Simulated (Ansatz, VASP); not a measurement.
## Rb in VASP and in Ansatz

The input INCAR:

```
  ALGO = Fast
  EDIFF = 1E-7
  ENCUT = 520
  ISIF = 2
  ISMEAR = 0
  LASPH = T
  LCHARG = F
  LREAL = F
  LWAVE = F
  NBANDS = 10
  NELM = 100
  PREC = Accurate
  SIGMA = 0.1
```

File KPOINTS:

```
k-points
0
Gamma
  12 12 12
```

POSCAR

```
Rb
1.0
   -2.6071867665      2.6071867665      2.6071867665
    2.6071867665     -2.6071867665      2.6071867665
    2.6071867665      2.6071867665     -2.6071867665
Rb
1
Direct
    0.0000000000      0.0000000000      0.0000000000
```

Input for Ansatz:

```yaml
crystal:
  lattice:
    - [-2.6071867665, 2.6071867665, 2.6071867665]
    - [2.6071867665, -2.6071867665, 2.6071867665]
    - [2.6071867665, 2.6071867665, -2.6071867665]
  atoms:
    - { symbol: Rb, position: [0.0, 0.0, 0.0] }
basis:
  ecutwfc: 420
kpoints:
  mp_grid: { grid: [12, 12, 12] }
hamiltonian:
  xc: lda
  pseudopotentials: { kind: paw }
scf:
  occupations: { method: gaussian, width: 0.1 }
output:
  forces: true
  stress: true
  eigenvalues: true
```

Alike in both runs: task single point; functional LDA; k mesh 12 × 12 × 12; occupations gaussian, width 0.1 eV; no spin polarisation.

```csv
,VASP,Ansatz
version,VASP 6.6.1,Ansatz 0.2.0
potentials or method,"VASP PAW LDA potentials, release 64 (Rb_sv), cutoff 520 eV","scalar-relativistic, plane waves, PAW"
valence electrons in the cell,9,9
```

```csv
,VASP,Ansatz,Ansatz less VASP
gap on the k mesh at the Fermi level (eV),none,none,-
pressure (GPa),0.4,0.4,0.00
```

LDA's correlation is that of Perdew and Zunger in VASP and of Perdew and Wang (1992) in Ansatz. A gap of «none» marks a metal or a gap that the smearing closes.
